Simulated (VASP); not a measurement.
**Si2Mo: relaxation of cell and atoms with PBEsol**

Crystal: Si2Mo.

```
Si Mo
1.0
    -1.51970    1.51970    3.74695
     1.51970   -1.51970    3.74695
     1.51970    1.51970   -3.74695
Si Mo
2 1
Direct
  0.33404 0.33404 0.00000
  0.66596 0.66596 0.00000
  0.00000 0.00000 0.00000
```

```
Program                : VASP 6.6.1
Task                   : relaxation of cell and atoms
Functional             : PBEsol
Potentials or basis    : VASP PAW PBE potentials, release 64 (Si, Mo_sv)
Cutoff                 : 600 eV
k mesh                 : 20 × 20 × 20
Occupations            : gaussian, width 0.1 eV
Spin                   : no spin polarisation
Target pressure        : 40 GPa
Dipole correction      : no
Further INCAR settings : ALGO = Normal; EDIFF = 1e-06; IBRION = 2; EDIFFG = -0.008; NSW = 70; ISIF = 3
```

The relaxed volume is 11.60 Å³/atom. The relaxed cell is a = 4.334 Å, b = 4.334 Å, c = 4.334 Å, α = 138.94°, β = 138.94°, γ = 59.47°, the space group after relaxing (to 0.1 Å) is I4/mmm (No. 139) and the energy change on relaxing (the run minimises the enthalpy) is -15.2 meV/atom. The ionic steps are 6, the pressure after relaxing is 40.0 GPa and the largest force after relaxing is 0.006 eV/Å. The band gap on the k mesh is zero (bands 11 and 12 overlap by 1.08 eV).

Forces on the atoms (eV/Å):
```
Si   0.000  0.000  0.006
Si   0.000  0.000 -0.006
Mo   0.000  0.000  0.000
```

Stress tensor (GPa, compression positive):
```
39.99  0.00  0.00
 0.00 39.99  0.00
 0.00  0.00 40.08
```

The path:
```
step  energy change (eV)  largest force (eV/Å)  pressure (GPa)  volume (Å³)
   1              0.0000                0.1617           42.15        34.61
   2             -0.1835                0.0954           33.44        35.39
   3             -0.0595                0.0798           39.50        34.84
   4             -0.0378                0.0209           40.29        34.75
   5             -0.0456                0.0143           40.01        34.79
   6             -0.0456                0.0060           40.02        34.79
```

Final structure:
```
Si Mo
1.0
    -1.52010    1.52010    3.76352
     1.52010   -1.52010    3.76352
     1.52010    1.52010   -3.76352
Si Mo
2 1
Cartesian
  0.0000 0.0000 2.5087
  0.0000 0.0000 5.0184
  1.5201 1.5201 -3.7635
```

Levels at points of the mesh, in eV from the Fermi level:
```csv
k point,band 7,band 8,band 9,band 10,band 11,band 12,band 13,band 14,band 15
"(0.00, 0.00, 0.00)",-3.81,-3.30,-3.02,-3.02,0.55,2.55,4.17,4.19,4.19
"(0.50, 0.00, 0.00)",-5.58,-4.85,-3.17,-2.91,-0.68,2.86,3.40,4.48,5.23
"(0.50, 0.50, 0.00)",-6.31,-5.14,-5.03,-3.74,-1.04,2.95,3.46,3.61,3.67
"(0.50, 0.50, 0.50)",-4.40,-2.73,-0.70,-0.70,-0.38,-0.38,0.73,5.16,5.98
```

Run time: 19 min on 1 thread of Intel(R) Xeon(R) Platinum 8488C (Sapphire Rapids), with other jobs on the host, peak memory 0.54 GiB.

Caveat: the cell is relaxed towards a set pressure, so the run minimises the enthalpy, not the energy; the PAW data sets were made with another functional, which shifts forces and pressure a little. Zero-point motion and thermal expansion aren't in these numbers.
